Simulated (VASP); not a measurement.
InSe, 8 atoms in the cell. Symmetry: P6_3/mmc, No. 194, hexagonal system. Conventional cell: a = 4.050 Å, b = 4.050 Å, c = 16.930 Å, α = 90.00°, β = 90.00°, γ = 120.00°. Within 3.3 Å of In (site symmetry 3m) lie 3 Se at 2.52 Å and 1 In at 3.15 Å. Within 3.3 Å of Se (site symmetry 3m) lie 3 In at 2.52 Å. 

| Item | Value |
| --- | --- |
| Program | VASP 6.6.1 |
| Task | relaxation of cell and atoms |
| Functional | PBE |
| Potentials or basis | VASP PAW PBE potentials, release 64 (In_d, Se) |
| Cutoff | 600 eV |
| k mesh | 6 × 6 × 1 |
| Occupations | gaussian, width 0.1 eV |
| Spin | no spin polarisation |
| Dipole correction | no |
| Further INCAR settings | ALGO = Normal; EDIFF = 1e-07; IBRION = 2; EDIFFG = -0.04; NSW = 90; ISIF = 3 |

Potentials or basis: VASP PAW PBE potentials, release 64 (In_d, Se).

Launch:

```console
$ cat potpaw_PBE.64/In_d/POTCAR potpaw_PBE.64/Se/POTCAR > POTCAR
$ mpirun -np 1 vasp_std > vasp.out
```

Hardware: 1 thread of AMD EPYC 9R14 (Zen 4), on a shared host.

Task: Estimate the wall time of this run.

Result: Run time: 21 min on 1 thread of AMD EPYC 9R14 (Zen 4) (shared host), peak memory 0.39 GiB. Counts: scf iterations 246, k points 7, ion steps 22.
